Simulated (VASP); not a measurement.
Set up this calculation in VASP 6.6.1, as the native input.

```yaml
Task: single point
Functional: LDA
Potentials_or_basis: VASP PAW LDA potentials, release 64 (Cs_sv, H)
Cutoff: 520 eV
k_mesh: 8 × 8 × 8
Occupations: gaussian, width 0.05 eV
Spin: no spin polarisation
Dipole_correction: no
Further_INCAR_settings: ALGO = Normal; EDIFF = 1e-06; NBANDS = 12
```

The structure of CsH lies in POSCAR:

```
CsH
1.0
    3.8184085400      0.0000000000      0.0000000000
    0.0000000000      3.8184085400      0.0000000000
    0.0000000000      0.0000000000      3.8184085400
Cs H
1 1
Direct
    0.0000000000      0.0000000000      0.0000000000
    0.5000000000      0.5000000000      0.6145765298
```

This cell differs from its parent crystal: all H atoms moved +0.438 Å, as atom 2 along Cartesian [0 0 1].

The input as run:

INCAR

```
SYSTEM = CsH
ALGO = Normal
EDIFF = 1E-6
ENCUT = 520
GGA = CA
ISIF = 2
ISMEAR = 0
LASPH = .TRUE.
LCHARG = .FALSE.
LREAL = .FALSE.
LWAVE = .FALSE.
NBANDS = 12
NELM = 80
PREC = Accurate
SIGMA = 0.05
```

KPOINTS

```
k-points
0
G
  8 8 8
  0 0 0
```

Potentials or basis: VASP PAW LDA potentials, release 64 (Cs_sv, H).

Command:

```console
$ cat potpaw_LDA.64/Cs_sv/POTCAR potpaw_LDA.64/H/POTCAR > POTCAR
$ mpirun -np 1 vasp_std > vasp.out
```

Results of the run:

```json
{"Pressure": "-1.4 GPa", "Largest force": "0.150 eV/Å", "Band gap on the k mesh": "2.52 eV, direct"}
```

Caveat: the cell differs from its parent crystal (all H atoms moved +0.438 Å, as atom 2 along Cartesian [0 0 1]); spin-orbit coupling is left out, which moves the levels of the heavy elements.

Run time: 23 s on 1 thread of AMD EPYC 9R45 (Zen 5) (shared host), peak memory 0.14 GiB.
